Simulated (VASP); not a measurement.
# Mg (Im-3m) in VASP: relaxation of cell and atoms with PBE

Aim: the relaxation of cell and atoms of Mg with PBE.

Program: VASP 6.6.1. These are calculated values, not measurements. Logs are shortened: lines on timing, memory, paths and dates and some standing lists are left out, and cuts for length are marked.

### Step 1. The cell of the first run

The structure is cubic, space group Im-3m (No. 229). The conventional cell has a = 3.442 Å, b = 3.442 Å, c = 3.442 Å, α = 90.00°, β = 90.00°, γ = 90.00°. Mg (site symmetry m-3m) has 14 Mg at 2.98 to 3.44 Å within 3.9 Å.

This isn't the form of Mg at room conditions, which is hcp.

### Step 2. Relaxation of cell and atoms, PBE, target pressure 5.7 GPa, at which the enthalpy is minimised

INCAR reads:

```
SYSTEM = Mg
  ALGO = Normal
  EDIFF = 1E-6
  EDIFFG = -0.005
  ENCUT = 600
  GGA = PE
  IBRION = 2
  ISIF = 3
  ISMEAR = -1
  LASPH = .True.
  LCHARG = .False.
  LREAL = .False.
  LWAVE = .False.
  NELM = 100
  NSW = 60
  PREC = Accurate
  PSTRESS = 57.0
  SIGMA = 0.08
```

KPOINTS reads:

```
k-points
0
Gamma
  16 16 16
  0 0 0
```

POSCAR reads:

```
Mg
1.0
   -1.7212230226      1.7212230226      1.7212230226
    1.7212230226     -1.7212230226      1.7212230226
    1.7212230226      1.7212230226     -1.7212230226
Mg
1
Direct
    0.0000000000      0.0000000000      0.0000000000
```

Potentials or basis: VASP PAW PBE potentials, release 64 (Mg).

On the command line:

```sh
$ cat potpaw_PBE.64/Mg/POTCAR > POTCAR
$ mpirun -np 1 vasp_std > vasp.out
```

OUTCAR:

```text
SYSTEM = Mg
   EDIFF = 1E-6
   EDIFFG = -0.005
   ENCUT = 600
   GGA = PE
   IBRION = 2
   ISIF = 3
   ISMEAR = -1
   LASPH = .True.
   LREAL = .False.
   NELM = 100
   NSW = 60
   PREC = Accurate
   PSTRESS = 57.0

 ion  position               nearest neighbor table
   1  0.000  0.000  0.000-

  LATTYP: Found a body centered cubic cell.
 ALAT       =     3.4424460452

  Lattice vectors:

 A1 = (  -1.7212230226,   1.7212230226,   1.7212230226)
 A2 = (   1.7212230226,  -1.7212230226,   1.7212230226)
 A3 = (   1.7212230226,   1.7212230226,  -1.7212230226)

Analysis of symmetry for initial positions (statically):
=====================================================================
 Subroutine PRICEL returns:
 Original cell was already a primitive cell.

 Routine SETGRP: Setting up the symmetry group for a
 body centered cubic supercell.

 Subroutine GETGRP returns: Found 48 space group operations
 (whereof 48 operations were pure point group operations)
 out of a pool of 48 trial point group operations.

The static configuration has the point symmetry O_h .

Analysis of symmetry for dynamics (positions and initial velocities):
=====================================================================
 Subroutine PRICEL returns:
 Original cell was already a primitive cell.

 Routine SETGRP: Setting up the symmetry group for a
 body centered cubic supercell.

 Subroutine GETGRP returns: Found 48 space group operations
 (whereof 48 operations were pure point group operations)
 out of a pool of 48 trial point group operations.

The dynamic configuration has the point symmetry O_h .

 Subroutine INISYM returns: Found 48 space group operations
 (whereof 48 operations are pure point group operations),
 and found     1 'primitive' translations

----------------------------------------------------------------------------------------

                                     Primitive cell

  volume of cell :      20.3972

  direct lattice vectors                    reciprocal lattice vectors
    -1.721223023  1.721223023  1.721223023     0.000000000  0.290491118  0.290491118
     1.721223023 -1.721223023  1.721223023     0.290491118  0.000000000  0.290491118
     1.721223023  1.721223023 -1.721223023     0.290491118  0.290491118  0.000000000

  length of vectors
     2.981245726  2.981245726  2.981245726     0.410816479  0.410816479  0.410816479

  position of ions in fractional coordinates (direct lattice)
     0.000000000  0.000000000  0.000000000

  ion indices of the primitive-cell ions
   primitive index   ion index
                 1           1

----------------------------------------------------------------------------------------

 KPOINTS: k-points

Automatic generation of k-mesh.
 Grid dimensions read from file:
 generate k-points for:   16   16   16

 Generating k-lattice:

  Cartesian coordinates                     Fractional coordinates (reciprocal lattice)
     0.000000000  0.018155695  0.018155695     0.062500000  0.000000000  0.000000000
     0.018155695  0.000000000  0.018155695     0.000000000  0.062500000  0.000000000
     0.018155695  0.018155695  0.000000000     0.000000000  0.000000000  0.062500000

  Length of vectors
     0.025676030  0.025676030  0.025676030

  Shift w.r.t. Gamma in fractional coordinates (k-lattice)
     0.000000000  0.000000000  0.000000000

 Subroutine IBZKPT returns following result:
 ===========================================

 Found    145 irreducible k-points:

 Following reciprocal coordinates:
            Coordinates               Weight
  0.000000  0.000000  0.000000      1.000000
  0.062500  0.000000  0.000000     12.000000
  0.125000  0.000000  0.000000     12.000000
  0.187500  0.000000  0.000000     12.000000
  0.250000  0.000000  0.000000     12.000000
  0.312500  0.000000  0.000000     12.000000
[... 16 lines left out ...]
  0.187500  0.187500  0.000000     24.000000
  0.250000  0.187500 -0.000000     48.000000
 [... further k-points ...]
   k-points           NKPTS =    145   k-points in BZ     NKDIM =    145   number of bands    NBANDS=      5
   number of dos      NEDOS =    301   number of ions     NIONS =      1
   total plane-waves  NPLWV =  13824
   dimension x,y,z NGX =    24 NGY =   24 NGZ =   24
   dimension x,y,z NGXF=    48 NGYF=   48 NGZF=   48
   ions per type =               1
   NGX,Y,Z   is equivalent  to a cutoff of  13.38, 13.38, 13.38 a.u.
   NGXF,Y,Z  is equivalent  to a cutoff of  26.77, 26.77, 26.77 a.u.
 SYSTEM =  Mg
   PREC   = accura    normal or accurate (medium, high low for compatibility)
   ISTART =      0    job   : 0-new  1-cont  2-samecut
   ICHARG =      2    charge: 1-file 2-atom 10-const
   ISPIN  =      1    spin polarized calculation?
   LNONCOLLINEAR =      F non collinear calculations
   LSORBIT =      F    spin-orbit coupling
   LASPH  =      T    aspherical Exc in radial PAW
   ENCUT  =  600.0 eV  44.10 Ry    6.64 a.u.   5.95  5.95  5.95*2*pi/ulx,y,z
   NELM   =    100;   NELMIN=  2; NELMDL= -5     # of ELM steps
   EDIFF  = 0.1E-05   stopping-criterion for ELM
   LREAL  =      F    real-space projection
   EDIFFG = -.5E-02   stopping-criterion for IOM
   NSW    =     60    number of steps for IOM
   IBRION =      2    ionic relax: 0-MD 1-quasi-New 2-CG
   NFREE  =      1    steps in history (QN), initial steepest desc. (CG)
   ISIF   =      3    stress and relaxation
   ISYM   =      2    0-nonsym 1-usesym 2-fastsym
   POTIM  = 0.5000    time-step for ionic-motion
   TEBEG  =    0.0;   TEEND  =   0.0 temperature during run
   PSTRESS=   57.0 pullay stress
   NELECT =       2.0000    total number of electrons
   NUPDOWN=      -1.0000    fix difference up-down
   EMIN   =  10.00;   EMAX   =-10.00  energy-range for DOS
   EFERMI =   0.00;   METHOD = LEGACY
   ISMEAR =    -1;   SIGMA  =   0.08  broadening in eV -4-tet -1-fermi 0-gaus
   EFERMI_NEDOS =   21; number of points for ismear=-14 and -15
   IALGO  =     38    algorithm
   IMIX   =      4    mixing-type and parameters
     AMIX     =   0.40;   BMIX     =  1.00
     AMIX_MAG =   1.60;   BMIX_MAG =  1.00
  volume/ion in A,a.u.               =      20.40       137.65
  Fermi-wavevector in a.u.,A,eV,Ry     =   0.754909  1.426570  7.753783  0.569887
  Thomas-Fermi vector in A             =   1.852683
   LORBIT       =      0    0 simple, 1 ext, 2 COOP (PROOUT), +10 PAW based schemes
   GGA     = PE    functional components
   LHFCALC =     F    Hartree Fock is set to
   AEXX    =    0.0000 exact exchange contribution
   IVDW    =     0    specifies the selected vdW correction
   LEPSILON=     F    determine dielectric tensor
   LRPA    =     F    only Hartree local field effects (RPA)
 conjugate gradient relaxation of ions
 non-spin polarized calculation
  energy-cutoff  :      600.00
  volume of cell :       20.40
 maximum number of plane-waves:       703
   NGX = 11   NGY = 11   NGZ = 11

--------------------------------------- Ionic step        1  -------------------------------------------

 number of electron       2.0000000 magnetization

 Free energy of the ion-electron system (eV)
  ---------------------------------------------------
  ext. energy  EPLUGINS =         0.00000000
  ---------------------------------------------------
  free energy    TOTEN  =        -1.44646651 eV

  energy without entropy =       -1.43755281  energy(sigma->0) =       -1.44200966

------------------------ aborting loop because EDIFF is reached ----------------------------------------

  FORCE on cell =-STRESS in cart. coord.  units (eV):
  Direction    XX          YY          ZZ          XY          YZ          ZX
  --------------------------------------------------------------------------------------
  -------------------------------------------------------------------------------------
  Total        0.6488075      0.6488075      0.6488075     -0.0000000     -0.0000000      0.0000000
  in kB       50.9630033     50.9630033     50.9630033     -0.0000000     -0.0000000      0.0000000
  external PRESSURE =      -6.0369967 kB  Pullay stress =      57.0000000 kB

 VOLUME and BASIS-vectors are now :
 -----------------------------------------------------------------------------
  energy-cutoff  :      600.00
  volume of cell :       20.40
      direct lattice vectors                 reciprocal lattice vectors
    -1.721223023  1.721223023  1.721223023     0.000000000  0.290491118  0.290491118
     1.721223023 -1.721223023  1.721223023     0.290491118  0.000000000  0.290491118
     1.721223023  1.721223023 -1.721223023     0.290491118  0.290491118  0.000000000

 POSITION                                       TOTAL-FORCE (eV/Angst)
 -----------------------------------------------------------------------------------
      0.00000      0.00000      0.00000         0.000000      0.000000      0.000000
 -----------------------------------------------------------------------------------
    total drift:                                0.000000      0.000000      0.000000

  FREE ENERGIE OF THE ION-ELECTRON SYSTEM (eV)
  ---------------------------------------------------
  free  energy   TOTEN  =        -1.4464665107 eV

  energy  without entropy=       -1.4375528116  energy(sigma->0) =       -1.44200966

  enthalpy is  TOTEN    =        -0.7208023009 eV   P V=        0.7256642098

--------------------------------------- Ionic step        2  -------------------------------------------

 number of electron       2.0000000 magnetization

 Free energy of the ion-electron system (eV)
  ---------------------------------------------------
  ext. energy  EPLUGINS =         0.00000000
  ---------------------------------------------------
  free energy    TOTEN  =        -1.43884277 eV

  energy without entropy =       -1.43000832  energy(sigma->0) =       -1.43442555

 E-fermi :   3.3786     XC(G=0):  -8.9041

 val. band max:        3.3310887010   @ k =   0.5000   0.5000   0.1875
 cond. band min:       3.3836587578   @ k =   0.3750   0.1250   0.0625
 fundamental gap:      0.0525700568
 Fermi energy:         3.3785644666

 k-point     1 :       0.0000    0.0000    0.0000
  band No.  band energies     occupation
      1      -4.1583      2.00000
      2      17.2815      0.00000
      3      17.2815      0.00000
      4      17.2815      0.00000
      5      19.4342      0.00000

 k-point     2 :       0.0625    0.0000    0.0000
  band No.  band energies     occupation
      1      -4.0580      2.00000
      2      16.1705      0.00000
      3      16.7590      0.00000
      4      16.9138      0.00000
      5      18.5938      0.00000

 k-point     3 :       0.1250    0.0000    0.0000
  band No.  band energies     occupation
      1      -3.7578      2.00000
      2      13.9375      0.00000
      3      15.7811      0.00000
      4      16.2000      0.00000
      5      17.5064      0.00000

 k-point     4 :       0.1875    0.0000    0.0000
  band No.  band energies     occupation
      1      -3.2598      2.00000
      2      11.6307      0.00000
      3      14.8169      0.00000
      4      15.4861      0.00000
      5      16.5725      0.00000
[... 137 lines left out ...]
 k-point    22 :       0.4375    0.1250    0.0000
  band No.  band energies     occupation
      1       1.9557      2.00000
      2       2.7564      1.99916
      3       9.7498      0.00000
      4      13.0077      0.00000
      5      15.8852      0.00000

 k-point    23 :       0.1875    0.1875    0.0000
  band No.  band energies     occupation
      1      -1.4919      2.00000
      2       8.4907      0.00000
      3       9.5601      0.00000
      4      13.6707      0.00000
      5      17.3492      0.00000

 k-point    24 :       0.2500    0.1875   -0.0000
  band No.  band energies     occupation
      1      -0.5271      2.00000
      2       6.8625      0.00000
      3       8.6903      0.00000
      4      13.1743      0.00000
      5      17.2556      0.00000

 [... further k-points ...]

------------------------ aborting loop because EDIFF is reached ----------------------------------------

  FORCE on cell =-STRESS in cart. coord.  units (eV):
  Direction    XX          YY          ZZ          XY          YZ          ZX
  --------------------------------------------------------------------------------------
  -------------------------------------------------------------------------------------
  Total        0.7199911      0.7199911      0.7199911      0.0000000     -0.0000000      0.0000000
  in kB       57.1881477     57.1881477     57.1881477      0.0000000     -0.0000000      0.0000000
  external PRESSURE =       0.1881477 kB  Pullay stress =      57.0000000 kB

 VOLUME and BASIS-vectors are now :
 -----------------------------------------------------------------------------
  energy-cutoff  :      600.00
  volume of cell :       20.17
      direct lattice vectors                 reciprocal lattice vectors
    -1.714841121  1.714841121  1.714841121     0.000000000  0.291572201  0.291572201
     1.714841121 -1.714841121  1.714841121     0.291572201  0.000000000  0.291572201
     1.714841121  1.714841121 -1.714841121     0.291572201  0.291572201  0.000000000

 POSITION                                       TOTAL-FORCE (eV/Angst)
 -----------------------------------------------------------------------------------
      0.00000      0.00000      0.00000        -0.000000      0.000000     -0.000000
 -----------------------------------------------------------------------------------
    total drift:                                0.000000      0.000000      0.000000

  FREE ENERGIE OF THE ION-ELECTRON SYSTEM (eV)
  ---------------------------------------------------
  free  energy   TOTEN  =        -1.4388427701 eV

  energy  without entropy=       -1.4300083200  energy(sigma->0) =       -1.43442555

  enthalpy is  TOTEN    =        -0.7212204604 eV   P V=        0.7176223096

 reached required accuracy - stopping structural energy minimisation
```

Wall time 6.7 s (1 thread of Intel Xeon 6975P-C (Granite Rapids), shared host); peak memory 0.15 GiB.

Results:

| Item | Value |
| --- | --- |
| Free energy | -1.4388 eV |
| Relaxed volume | 20.17 Å³/atom |
| Relaxed cell | a = 2.970 Å, b = 2.970 Å, c = 2.970 Å, α = 109.47°, β = 109.47°, γ = 109.47° |
| Space group after relaxing (to 0.1 Å) | Im-3m (No. 229) |
| Energy change on relaxing (the run minimises the enthalpy) | +7.6 meV/atom |
| Ionic steps | 2 |
| Pressure after relaxing | 5.7 GPa |
| Band gap on the k mesh | zero (bands 1 and 2 overlap by 4.92 eV) |

Step by step:
```tsv
step	energy change (eV)	largest force (eV/Å)	pressure (GPa)	volume (Å³)
1	0.0000	0.0000	5.10	20.40
2	0.0076	0.0000	5.72	20.17
```

Final structure:
```
Mg
1.0
    -1.71484    1.71484    1.71484
     1.71484   -1.71484    1.71484
     1.71484    1.71484   -1.71484
Mg
1
Direct
  0.00000 0.00000 0.00000
```

Caveat: the cell is relaxed towards a set pressure, so the run minimises the enthalpy, not the energy.

The gap in the log of VASP goes by the Fermi energy; the results here count the filled bands.